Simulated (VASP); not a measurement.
# Hf (Im-3m) in VASP: single point with PBEsol

Aim: the single point of Hf with PBEsol.

All numbers are computed with VASP 6.6.1; they aren't measurements. Logs are shortened: lines on timing, memory, paths and dates and some standing lists are left out, and cuts for length are marked.

## 1. The cell of the first run

It takes space group Im-3m (No. 229, cubic). The conventional cell has a = 3.491 Å, b = 3.491 Å, c = 3.491 Å, α = 90.00°, β = 90.00°, γ = 90.00°. Hf (site symmetry m-3m) has 14 Hf at 3.02 to 3.49 Å within 4.0 Å.

This isn't the form of Hf at room conditions, which is hcp.

## 2. Single point, PBEsol

POSCAR reads:

```
Hf
1.0
   -1.7453276387      1.7453276387      1.7453276387
    1.7453276387     -1.7453276387      1.7453276387
    1.7453276387      1.7453276387     -1.7453276387
Hf
1
Direct
    0.0000000000      0.0000000000      0.0000000000
```

INCAR.step1 reads:

```
PREC = Accurate
ENCUT = 520
EDIFF = 1E-6
ISMEAR = 0
SIGMA = 0.1
LREAL = False
LASPH = True
NELM = 60
ALGO = Normal
ISIF = 2
LWAVE = False
LCHARG = True
LMAXMIX = 4
GGA = PS
NBANDS = 11
```

KPOINTS.step1 reads:

```
regular mesh
0
Gamma
  16 16 16
```

INCAR.step2 reads:

```
PREC = Accurate
ENCUT = 520
EDIFF = 1E-6
ISMEAR = -5
SIGMA = 0.1
LREAL = False
LASPH = True
NELM = 60
ALGO = Normal
ISIF = 2
LWAVE = False
LCHARG = False
LMAXMIX = 4
GGA = PS
LORBIT = 10
NBANDS = 11
NEDOS = 2001
ICHARG = 11
```

KPOINTS.step2 reads:

```
regular mesh
0
Gamma
  24 24 24
```

Potentials or basis: VASP PAW PBE potentials, release 64 (Hf_pv).

Launch:

```
$ cat potpaw_PBE.64/Hf_pv/POTCAR > POTCAR
$ cp INCAR.step1 INCAR
$ cp KPOINTS.step1 KPOINTS
$ mpirun -np 1 vasp_std > vasp.out
$ cp INCAR.step2 INCAR
$ cp KPOINTS.step2 KPOINTS
$ mpirun -np 1 vasp_std > vasp.out
```

OUTCAR:

```text
PREC = Accurate
   ENCUT = 520
   EDIFF = 1E-6
   ISMEAR = -5
   LREAL = False
   LASPH = True
   NELM = 60
   ISIF = 2
   GGA = PS
   LORBIT = 10
   ICHARG = 11

 ion  position               nearest neighbor table
   1  0.000  0.000  0.000-

  LATTYP: Found a body centered cubic cell.
 ALAT       =     3.4906552774

  Lattice vectors:

 A1 = (  -1.7453276387,   1.7453276387,   1.7453276387)
 A2 = (   1.7453276387,  -1.7453276387,   1.7453276387)
 A3 = (   1.7453276387,   1.7453276387,  -1.7453276387)

Analysis of symmetry for initial positions (statically):
=====================================================================
 Subroutine PRICEL returns:
 Original cell was already a primitive cell.

 Routine SETGRP: Setting up the symmetry group for a
 body centered cubic supercell.

 Subroutine GETGRP returns: Found 48 space group operations
 (whereof 48 operations were pure point group operations)
 out of a pool of 48 trial point group operations.

The static configuration has the point symmetry O_h .

Analysis of symmetry for dynamics (positions and initial velocities):
=====================================================================
 Subroutine PRICEL returns:
 Original cell was already a primitive cell.

 Routine SETGRP: Setting up the symmetry group for a
 body centered cubic supercell.

 Subroutine GETGRP returns: Found 48 space group operations
 (whereof 48 operations were pure point group operations)
 out of a pool of 48 trial point group operations.

The dynamic configuration has the point symmetry O_h .

 Subroutine INISYM returns: Found 48 space group operations
 (whereof 48 operations are pure point group operations),
 and found     1 'primitive' translations

----------------------------------------------------------------------------------------

                                     Primitive cell

  volume of cell :      21.2662

  direct lattice vectors                    reciprocal lattice vectors
    -1.745327639  1.745327639  1.745327639     0.000000000  0.286479162  0.286479162
     1.745327639 -1.745327639  1.745327639     0.286479162  0.000000000  0.286479162
     1.745327639  1.745327639 -1.745327639     0.286479162  0.286479162  0.000000000

  length of vectors
     3.022996146  3.022996146  3.022996146     0.405142717  0.405142717  0.405142717

  position of ions in fractional coordinates (direct lattice)
     0.000000000  0.000000000  0.000000000

  ion indices of the primitive-cell ions
   primitive index   ion index
                 1           1

----------------------------------------------------------------------------------------

 KPOINTS: regular mesh

Automatic generation of k-mesh.
 Grid dimensions read from file:
 generate k-points for:   24   24   24

 Generating k-lattice:

  Cartesian coordinates                     Fractional coordinates (reciprocal lattice)
     0.000000000  0.011936632  0.011936632     0.041666667  0.000000000  0.000000000
     0.011936632  0.000000000  0.011936632     0.000000000  0.041666667  0.000000000
     0.011936632  0.011936632  0.000000000     0.000000000  0.000000000  0.041666667

  Length of vectors
     0.016880947  0.016880947  0.016880947

  Shift w.r.t. Gamma in fractional coordinates (k-lattice)
     0.000000000  0.000000000  0.000000000

 TETIRR: Found  16469 inequivalent tetrahedra from    82944

 Subroutine IBZKPT returns following result:
 ===========================================

 Found    413 irreducible k-points:

 Following reciprocal coordinates:
            Coordinates               Weight
  0.000000  0.000000  0.000000      1.000000
  0.041667  0.000000  0.000000     12.000000
  0.083333  0.000000  0.000000     12.000000
  0.125000  0.000000  0.000000     12.000000
  0.166667  0.000000  0.000000     12.000000
  0.208333  0.000000  0.000000     12.000000
[... 16 lines left out ...]
  0.416667  0.041667 -0.000000     48.000000
  0.458333  0.041667 -0.000000     48.000000
 [... further k-points ...]
   k-points           NKPTS =    413   k-points in BZ     NKDIM =    413   number of bands    NBANDS=     11
   number of dos      NEDOS =   2001   number of ions     NIONS =      1
   total plane-waves  NPLWV =  13824
   dimension x,y,z NGX =    24 NGY =   24 NGZ =   24
   dimension x,y,z NGXF=    48 NGYF=   48 NGZF=   48
   ions per type =               1
   NGX,Y,Z   is equivalent  to a cutoff of  13.20, 13.20, 13.20 a.u.
   NGXF,Y,Z  is equivalent  to a cutoff of  26.40, 26.40, 26.40 a.u.
 SYSTEM =  unknown system
   PREC   = accura    normal or accurate (medium, high low for compatibility)
   ISTART =      0    job   : 0-new  1-cont  2-samecut
   ICHARG =     11    charge: 1-file 2-atom 10-const
   ISPIN  =      1    spin polarized calculation?
   LNONCOLLINEAR =      F non collinear calculations
   LSORBIT =      F    spin-orbit coupling
   LASPH  =      T    aspherical Exc in radial PAW
   ENCUT  =  520.0 eV  38.22 Ry    6.18 a.u.   5.62  5.62  5.62*2*pi/ulx,y,z
   NELM   =     60;   NELMIN=  2; NELMDL=  0     # of ELM steps
   EDIFF  = 0.1E-05   stopping-criterion for ELM
   LREAL  =      F    real-space projection
   EDIFFG = 0.1E-04   stopping-criterion for IOM
   NSW    =      0    number of steps for IOM
   IBRION =     -1    ionic relax: 0-MD 1-quasi-New 2-CG
   NFREE  =      0    steps in history (QN), initial steepest desc. (CG)
   ISIF   =      2    stress and relaxation
   ISYM   =      2    0-nonsym 1-usesym 2-fastsym
   POTIM  = 0.5000    time-step for ionic-motion
   TEBEG  =    0.0;   TEEND  =   0.0 temperature during run
   PSTRESS=    0.0 pullay stress
   NELECT =      10.0000    total number of electrons
   NUPDOWN=      -1.0000    fix difference up-down
   EMIN   =  10.00;   EMAX   =-10.00  energy-range for DOS
   EFERMI =   0.00;   METHOD = LEGACY
   ISMEAR =    -5;   SIGMA  =   0.10  broadening in eV -4-tet -1-fermi 0-gaus
   EFERMI_NEDOS =   21; number of points for ismear=-14 and -15
   IALGO  =     38    algorithm
   IMIX   =      4    mixing-type and parameters
     AMIX     =   0.40;   BMIX     =  1.00
     AMIX_MAG =   1.60;   BMIX_MAG =  1.00
  volume/ion in A,a.u.               =      21.27       143.51
  Fermi-wavevector in a.u.,A,eV,Ry     =   1.273047  2.405711 22.050274  1.620649
  Thomas-Fermi vector in A             =   2.405892
   LORBIT       =     10    0 simple, 1 ext, 2 COOP (PROOUT), +10 PAW based schemes
   GGA     = PS    functional components
   LHFCALC =     F    Hartree Fock is set to
   AEXX    =    0.0000 exact exchange contribution
   IVDW    =     0    specifies the selected vdW correction
   LEPSILON=     F    determine dielectric tensor
   LRPA    =     F    only Hartree local field effects (RPA)
 non-spin polarized calculation
 Fermi weights with tetrahedron method with Bloechl corrections
  energy-cutoff  :      520.00
  volume of cell :       21.27
 maximum number of plane-waves:       603

 number of electron       9.9999998 magnetization

 Free energy of the ion-electron system (eV)
  ---------------------------------------------------
  ext. energy  EPLUGINS =         0.00000000
  ---------------------------------------------------
  free energy    TOTEN  =       -10.33459222 eV

  energy without entropy =      -10.33459222  energy(sigma->0) =      -10.33459222

 E-fermi :   4.7459     XC(G=0): -11.6241

 val. band max:        4.8207306232   @ k =  -0.4167   0.4167   0.1250
 cond. band min:       4.7098825303   @ k =  -0.4167  -0.4167   0.1667
 fundamental gap:     -0.1108480929
 Fermi energy:         4.7459335346

 k-point     1 :       0.0000    0.0000    0.0000
  band No.  band energies     occupation
      1     -24.8229      2.00000
      2     -24.8229      2.00000
      3     -24.8229      2.00000
      4      -2.4458      2.00000
      5       6.3073      0.00000
      6       6.3073      0.00000
      7       6.3073      0.00000
      8       9.2516      0.00000
      9       9.2516      0.00000
     10      18.1967      0.00000
     11      18.3250      0.00000

 k-point     2 :       0.0417    0.0000    0.0000
  band No.  band energies     occupation
      1     -24.8409      2.00000
      2     -24.8284      2.00000
      3     -24.8230      2.00000
      4      -2.3769      2.00000
      5       6.2575      0.00000
      6       6.2903      0.00000
      7       6.3751      0.00000
      8       9.1644      0.00000
      9       9.2500      0.00000
     10      18.2000      0.00000
     11      18.4025      0.00000

 k-point     3 :       0.0833    0.0000    0.0000
  band No.  band energies     occupation
      1     -24.8935      2.00000
      2     -24.8446      2.00000
      3     -24.8233      2.00000
      4      -2.1735      2.00000
      5       6.1158      0.00000
      6       6.2275      0.00000
      7       6.5774      0.00000
      8       8.9537      0.00000
      9       9.2480      0.00000
     10      18.1930      0.00000
     11      18.5856      0.00000

 k-point     4 :       0.1250    0.0000    0.0000
  band No.  band energies     occupation
      1     -24.9762      2.00000
      2     -24.8702      2.00000
      3     -24.8237      2.00000
      4      -1.8462      2.00000
      5       5.9020      0.00000
      6       6.0902      0.00000
      7       6.9111      0.00000
      8       8.7350      0.00000
      9       9.2532      0.00000
     10      18.1923      0.00000
     11      18.8414      0.00000

 k-point     5 :       0.1667    0.0000    0.0000
  band No.  band energies     occupation
      1     -25.0822      2.00000
      2     -24.9033      2.00000
      3     -24.8243      2.00000
      4      -1.4133      2.00000
      5       5.6421      0.00000
      6       5.8622      0.00000
      7       7.3711      0.00000
      8       8.6108      0.00000
      9       9.2758      0.00000
     10      18.1910      0.00000
     11      19.0382      0.00000
[... 211 lines left out ...]
 k-point    21 :       0.3333    0.0417    0.0000
  band No.  band energies     occupation
      1     -25.6175      2.00000
      2     -25.0800      2.00000
      3     -24.8346      2.00000
      4       0.8540      2.00000
      5       4.4984      2.02989
      6       5.1236      0.00000
      7       9.0350      0.00000
      8       9.8145      0.00000
      9      10.7556      0.00000
     10      16.8370      0.00000
     11      17.4683      0.00000

 k-point    22 :       0.3750    0.0417    0.0000
  band No.  band energies     occupation
      1     -25.7005      2.00000
      2     -25.1092      2.00000
      3     -24.8352      2.00000
      4       1.0988      2.00000
      5       4.3393      2.00000
      6       5.3779      0.00000
      7       9.1256      0.00000
      8       9.9607      0.00000
      9      11.6072      0.00000
     10      16.2413      0.00000
     11      16.6284      0.00000

 k-point    23 :       0.4167    0.0417   -0.0000
  band No.  band energies     occupation
      1     -25.7586      2.00000
      2     -25.1298      2.00000
      3     -24.8357      2.00000
      4       1.2209      2.00000
      5       4.2306      2.00000
      6       5.7109      0.00000
      7       9.1220      0.00000
      8      10.0967      0.00000
      9      12.3518      0.00000
     10      15.8049      0.00000
     11      16.0037      0.00000

 k-point    24 :       0.4583    0.0417   -0.0000
  band No.  band energies     occupation
      1     -25.7884      2.00000
      2     -25.1404      2.00000
      3     -24.8359      2.00000
      4       1.2664      2.00000
      5       4.1755      2.00000
      6       5.9536      0.00000
      7       9.0748      0.00000
      8      10.1834      0.00000
      9      12.8179      0.00000
     10      15.5541      0.00000
     11      15.6890      0.00000

 [... further k-points ...]
[... 5 lines left out ...]
  --------------------------------------------------------------------------------------
  -------------------------------------------------------------------------------------
  Total       -0.0392148     -0.0392148     -0.0392148      0.0000000      0.0000000     -0.0000000
  in kB       -2.9544055     -2.9544055     -2.9544055      0.0000000      0.0000000     -0.0000000
  external PRESSURE =      -2.9544055 kB  Pullay stress =       0.0000000 kB

 VOLUME and BASIS-vectors are now :
 -----------------------------------------------------------------------------
  energy-cutoff  :      520.00
  volume of cell :       21.27
      direct lattice vectors                 reciprocal lattice vectors
    -1.745327639  1.745327639  1.745327639     0.000000000  0.286479162  0.286479162
     1.745327639 -1.745327639  1.745327639     0.286479162  0.000000000  0.286479162
     1.745327639  1.745327639 -1.745327639     0.286479162  0.286479162  0.000000000

 POSITION                                       TOTAL-FORCE (eV/Angst)
 -----------------------------------------------------------------------------------
      0.00000      0.00000      0.00000         0.000000      0.000000     -0.000000
 -----------------------------------------------------------------------------------
    total drift:                               -0.000000      0.000000     -0.000000

  FREE ENERGIE OF THE ION-ELECTRON SYSTEM (eV)
  ---------------------------------------------------
  free  energy   TOTEN  =       -10.3345922163 eV

  energy  without entropy=      -10.3345922163  energy(sigma->0) =      -10.33459222

 total charge

# of ion       s       p       d       tot
------------------------------------------
    1        0.393   6.375   1.665   8.434
```

Wall time 51 s (1 thread of Intel Xeon Platinum 8488C (Sapphire Rapids), shared host); peak memory 0.24 GiB.

What came out:

```
Valence electrons inside the program's atomic spheres : Hf 8.43
```

Caveat: the PAW data sets were made with another functional, which shifts forces and pressure a little; spin-orbit coupling is left out, which moves the levels of the heavy elements; tetrahedron occupations give inexact forces and stress in metals.
